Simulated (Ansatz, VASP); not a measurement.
# Sn in VASP and in Ansatz

```
Sn
1.0
     3.38943    0.00000    0.00000
    -1.69471    2.93533    0.00000
     0.00000    0.00000   11.19828
Sn
4
Direct
  0.00000 0.00000 0.00000
  0.00000 0.00000 0.50000
  0.33333 0.66667 0.25000
  0.66667 0.33333 0.75000
```

Alike in both runs: task single point; functional PBE; k mesh 12 × 12 × 4; occupations fermi-dirac, width 0.1 eV; no spin polarisation.

```csv
,VASP,Ansatz
version,VASP 6.6.1,Ansatz 0.2.0
potentials or method,"VASP PAW PBE potentials, release 64 (Sn_d), cutoff 500 eV","plane waves (420 eV) with PAW, scalar-relativistic"
valence electrons in the cell,56,56
```

|  | VASP | Ansatz | Ansatz less VASP |
| --- | --- | --- | --- |
| pressure (GPa) | 0.2 | 0.2 | +0.05 |
| traceless stress, the component that is largest in VASP (GPa) | -0.12 | -0.12 | -0.002 |
